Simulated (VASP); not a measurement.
Write the native input for VASP 6.6.1 that does the following.

- Task: single point
- Functional: r2SCAN
- Potentials or basis: VASP PAW PBE potentials, release 64 (Pt)
- Cutoff: 550 eV
- k mesh: 15 × 15 × 4
- Occupations: fermi-dirac, width 0.1 eV
- Spin: no spin polarisation
- Dipole correction: no
- Further INCAR settings: ALGO = Normal; EDIFF = 1e-06; NBANDS = 28

The system is Pt.

```
Pt
1.0
     2.64944    0.00000    0.00000
    -1.32472    2.29448    0.00000
     0.00000    0.00000    8.89368
Pt
4
Direct
  0.00000 0.00000 0.00000
  0.00000 0.00000 0.50000
  0.33333 0.66667 0.25000
  0.66667 0.33333 0.75000
```

This isn't the form of Pt at room conditions, which is fcc.

These files were run (other wordings do the same):

POSCAR

```
Pt
1.0
    2.6494404138      0.0000000000      0.0000000000
   -1.3247202069      2.2944827041      0.0000000000
    0.0000000000      0.0000000000      8.8936763802
Pt
4
Direct
    1.0000000000      1.0000000000      0.0000000000
    1.0000000000      1.0000000000      0.5000000000
    0.3333333333      0.6666666667      0.2500000000
    0.6666666667      0.3333333333      0.7500000000
```

INCAR.step1

```
PREC = Accurate
ENCUT = 550
ISMEAR = -1
SIGMA = 0.1
LREAL = F
LASPH = T
NELM = 120
NBANDS = 28
GGA = PE
ALGO = Normal
EDIFF = 1E-5
LWAVE = T
LCHARG = F
GGA_COMPAT = F
```

INCAR.step2

```
PREC = Accurate
ENCUT = 550
EDIFF = 1E-6
ISMEAR = -1
SIGMA = 0.1
LREAL = F
LASPH = T
NELM = 120
ALGO = Normal
ISIF = 2
LWAVE = F
LCHARG = T
METAGGA = R2SCAN
LMIXTAU = T
LELF = T
LVHAR = T
NBANDS = 28
ISTART = 1
GGA_COMPAT = F
```

KPOINTS

```
regular mesh
0
Gamma
  15 15 4
```

Potentials or basis: VASP PAW PBE potentials, release 64 (Pt).

Launch:

```bash
$ cat potpaw_PBE.64/Pt/POTCAR > POTCAR
$ cp INCAR.step1 INCAR
$ mpirun -np 1 vasp_std > vasp.out
$ cp INCAR.step2 INCAR
$ mpirun -np 1 vasp_std > vasp.out
```

It gave:

- Pressure: 49.8 GPa
- Band gap on the k mesh: zero (bands 20 and 21 overlap by 1.75 eV)

Caveat: the cell stands under pressure; the PAW data sets were made with another functional, which shifts forces and pressure a little; spin-orbit coupling is left out, which moves the levels of the heavy elements.

Run time: 9.7 min on 1 thread of Intel Xeon 8259CL (shared host), peak memory 0.24 GiB.
